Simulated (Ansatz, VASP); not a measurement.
# CsCdCl3 in VASP and in Ansatz

INCAR

```
PREC = Accurate
ENCUT = 520
EDIFF = 1E-6
ISMEAR = 0
SIGMA = 0.05
LREAL = F
LASPH = T
NELM = 60
ALGO = Normal
ISIF = 2
LWAVE = F
LCHARG = F
NBANDS = 29
```

KPOINTS

```
Automatic mesh
0
Gamma
  6 6 6
```

File POSCAR:

```
CsCdCl3
1.0
    5.2000000000      0.0000000000      0.0000000000
    0.0000000000      5.2000000000      0.0000000000
    0.0000000000      0.0000000000      5.2000000000
Cs Cd Cl
1 1 3
Direct
    0.0000000000      0.0000000000      0.0000000000
    0.5000000000      0.5000000000      0.5000000000
    0.0000000000      0.5000000000      0.4519230769
    0.5000000000      0.0000000000      0.4519230769
    0.5000000000      0.5000000000     -0.0480769231
```

Input for Ansatz:

```yaml
crystal:
  lattice:
    - [5.2, 0.0, 0.0]
    - [0.0, 5.2, 0.0]
    - [0.0, 0.0, 5.2]
  atoms:
    - { symbol: Cs, position: [0.0, 0.0, 0.0] }
    - { symbol: Cd, position: [0.5, 0.5, 0.5] }
    - { symbol: Cl, position: [0.0, 0.5, 0.4519230769] }
    - { symbol: Cl, position: [0.5, 0.0, 0.4519230769] }
    - { symbol: Cl, position: [0.5, 0.5, -0.0480769231] }
basis:
  ecutwfc: 420
kpoints:
  mp_grid: { grid: [6, 6, 6] }
hamiltonian:
  xc: lda
scf:
  occupations: { method: gaussian, width: 0.05 }
output:
  forces: true
  stress: true
  eigenvalues: true
```

Change from the starting cell: all Cl atoms moved -0.250 Å, as atom 3 along Cartesian [0 0 1].

Alike in both runs: task single point; functional LDA; k mesh 6 × 6 × 6; occupations gaussian, width 0.05 eV; no spin polarisation.

```csv
,VASP,Ansatz
version,VASP 6.6.1,Ansatz 0.2.0
potentials or method,"VASP PAW LDA potentials, release 64 (Cs_sv, Cd, Cl), cutoff 520 eV","scalar-relativistic, plane waves, PAW"
valence electrons in the cell,42,50
```

|  | VASP | Ansatz | Ansatz less VASP |
| --- | --- | --- | --- |
| gap on the k mesh at the Fermi level (eV) | 1.67 | 1.64 | -0.023 |
| least direct gap on the mesh (eV) | 2.16 | 2.15 | -0.018 |
| pressure (GPa) | -0.7 | -0.9 | -0.24 |
| traceless stress, the component that is largest in VASP (GPa) | 1.92 | 1.84 | -0.075 |
| rms of the force components (eV/Å) | 0.461 | 0.432 | -0.0296 |

LDA's correlation is that of Perdew and Zunger in VASP and of Perdew and Wang (1992) in Ansatz. Atom by atom the forces differ by 0.030 eV/Å (rms over components). VASP's potentials hold 42 valence electrons a cell and Ansatz's 50, so a difference there can come from the potentials and not from the codes.

Neither program's run includes spin-orbit coupling.
